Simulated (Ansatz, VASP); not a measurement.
# Two plane-wave programs on Be3PbO

File INCAR:

```
PREC = Accurate
ENCUT = 600
EDIFF = 1E-7
ISMEAR = 0
SIGMA = 0.1
LREAL = False
LASPH = True
NELM = 80
ALGO = Normal
ISIF = 3
LWAVE = False
LCHARG = False
GGA = PE
IBRION = 2
NSW = 100
EDIFFG = -0.005
```

The input KPOINTS:

```
Automatic mesh
0
Gamma
  10 10 10
```

Contents of POSCAR:

```
Be3PbO
1.0
    3.8716401679      0.0000000000      0.0000000000
    0.0000000000      3.8716401679      0.0000000000
    0.0000000000      0.0000000000      3.8716401679
Be Pb O
3 1 1
Direct
    0.0000000000      0.5000000000      0.5000000000
    0.5000000000      0.0000000000      0.5000000000
    0.5000000000      0.5000000000      0.0000000000
    0.0000000000      0.0000000000      0.0000000000
    0.5000000000      0.5000000000      0.5000000000
```

Input for Ansatz:

```yaml
crystal:
  lattice:
    - [3.8716401679, 0.0, 0.0]
    - [0.0, 3.8716401679, 0.0]
    - [0.0, 0.0, 3.8716401679]
  atoms:
    - { symbol: Be, position: [0.0, 0.5, 0.5] }
    - { symbol: Be, position: [0.5, 0.0, 0.5] }
    - { symbol: Be, position: [0.5, 0.5, 0.0] }
    - { symbol: Pb, position: [0.0, 0.0, 0.0] }
    - { symbol: O, position: [0.5, 0.5, 0.5] }
basis:
  ecutwfc: 420
kpoints:
  mp_grid: { grid: [10, 10, 10] }
hamiltonian:
  xc: pbe
scf:
  occupations: { method: gaussian, width: 0.1 }
output:
  forces: true
  stress: true
  eigenvalues: true
relax:
  adjacent_minimum: "off"
  f_tol: 0.005
  max_steps: 80
  cell: { stress_tol: 0.05 }
```

Alike in both runs: task relaxation of cell and atoms; functional PBE; k mesh 10 × 10 × 10; occupations gaussian, width 0.1 eV; no spin polarisation.

|  | VASP | Ansatz |
| --- | --- | --- |
| version | VASP 6.6.1 | Ansatz 0.2.0 |
| potentials or method | VASP PAW PBE potentials, release 64 (Be, Pb_d, O), cutoff 600 eV | scalar-relativistic, plane waves, PAW |
| valence electrons in the cell | 26 | 26 |

Ansatz gave:

- gap on the k mesh at the Fermi level, each at its own relaxed structure (eV): none
- relaxed volume (Å³/atom): 11.63
- relaxed cell length with the largest relative difference (Å): 3.875

Task: What did VASP give for the same quantities?

Result: gap on the k mesh at the Fermi level, each at its own relaxed structure (eV): none; relaxed volume (Å³/atom): 11.63; relaxed cell length with the largest relative difference (Å): 3.874.

A gap of «none» marks a metal or a gap that the smearing closes.

Spin-orbit coupling is off throughout.
